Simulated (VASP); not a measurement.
A run of VASP 6.6.1 is set up as follows.

File INCAR:

```
ALGO = Normal
EDIFF = 1E-7
ENCUT = 520
GGA = PE
ISIF = 2
ISMEAR = 0
LASPH = True
LCHARG = False
LREAL = False
LWAVE = False
NBANDS = 46
NELM = 60
PREC = Accurate
SIGMA = 0.1
```

The input KPOINTS:

```
k-points
0
Gamma
  4 4 4
```

The input POSCAR:

```
In3GaP4
1.0
    5.5956334900      0.0000000000      0.0000000000
    0.0000000000      5.5956334900      0.0000000000
    0.0000000000      0.0000000000      5.5956334900
In Ga P
3 1 4
Direct
    0.5000000000      0.0000000000      0.5000000000
    0.5000000000      0.5000000000      0.0000000000
    0.0000000000      0.5000000000      0.5000000000
    0.0000000000      0.0000000000      0.0000000000
    0.0000000000      0.5000000000      0.0000000000
    0.5000000000      0.5000000000      0.5000000000
    0.0000000000      0.0000000000      0.5000000000
    0.5000000000      0.0000000000      0.0000000000
```

Potentials or basis: VASP PAW PBE potentials, release 64 (In_d, Ga_d, P).

Command:

```console
$ cat potpaw_PBE.64/In_d/POTCAR potpaw_PBE.64/Ga_d/POTCAR potpaw_PBE.64/P/POTCAR > POTCAR
$ mpirun -np 1 vasp_std > vasp.out
```

(1) Predict the pressure.

(2) Estimate the band gap on the k mesh.

Answers

(1) -4.5 GPa.

(2) zero (bands 36 and 37 overlap by 0.71 eV).

Caveat: the cell stands under tension; semilocal functionals underestimate gaps, so a narrow gap can read as zero; spin-orbit coupling is left out, which moves the levels of the heavy elements.
